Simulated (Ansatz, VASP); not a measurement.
# One calculation of HfN, two programs

```xyz
2
Lattice="-0.0339 2.2590 2.2590 2.2590 -0.0339 2.2590 2.2251 2.2251 0.0000" Properties=species:S:1:pos:R:3 pbc="T T T"
Hf    0.0000    0.0000    0.0000
N     2.2251    2.2251    2.2590
```

Change from the starting cell: xy shear strain of -3 %, crystal datasets.

Alike in both runs: task electric field gradients; functional PBE; k mesh 10 × 10 × 10; occupations fermi-dirac, width 0.01 eV; no spin polarisation.

```csv
,VASP,Ansatz
version,VASP 6.6.1,Ansatz 0.2.0
potentials or method,"VASP PAW PBE potentials, release 64 (Hf_pv, N), cutoff 520 eV","all-electron PAW with datasets made for the crystal, scalar-relativistic"
```

|  | VASP | Ansatz | Ansatz less VASP |
| --- | --- | --- | --- |
| pressure (GPa) | 3.1 | 5.6 | +2.45 |
| traceless stress, the component that is largest in VASP (GPa) | 3.38 | 3.25 | -0.124 |
| size of Vzz on the site where it differs most (V/Å²) | 11.9 | 12.4 | +0.52 |

Ansatz ran all-electron here, and VASP with PAW potentials.

Spin-orbit coupling is off throughout.
